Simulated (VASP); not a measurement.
Sb, 2 atoms in the cell. Symmetry: R-3m, No. 166, trigonal system. Conventional cell: a = 4.301 Å, b = 4.301 Å, c = 11.344 Å, α = 90.00°, β = 90.00°, γ = 120.00°. Sb (site symmetry 3m) has 6 Sb at 2.91 to 3.36 Å within 3.8 Å.  This cell differs from its parent crystal: zz strain of +1 %.

```yaml
Program: VASP 6.6.1
Task: electric field gradients
Functional: PBEsol
Potentials_or_basis: VASP PAW PBE potentials, release 64 (Sb_d_GW)
Cutoff: 400 eV
k_mesh: 9 × 9 × 9
Occupations: fermi-dirac, width 0.05 eV
Spin: no spin polarisation
Dipole_correction: no
Further_INCAR_settings: ALGO = Normal; EDIFF = 1e-08; NBANDS = 22
```

Potentials or basis: VASP PAW PBE potentials, release 64 (Sb_d_GW).

Command:

```bash
$ cat potpaw_PBE.64/Sb_d_GW/POTCAR > POTCAR
$ mpirun -np 1 vasp_std > vasp.out
```

Hardware: 1 thread of Intel(R) Xeon(R) Platinum 8488C (Sapphire Rapids) (shared host).

Problem. How long does it take, and how much memory?

Solution. It took 83 s on 1 thread of Intel(R) Xeon(R) Platinum 8488C (Sapphire Rapids), with other jobs on the host, peak memory 0.22 GiB. Counts: scf iterations 14, k points 85.
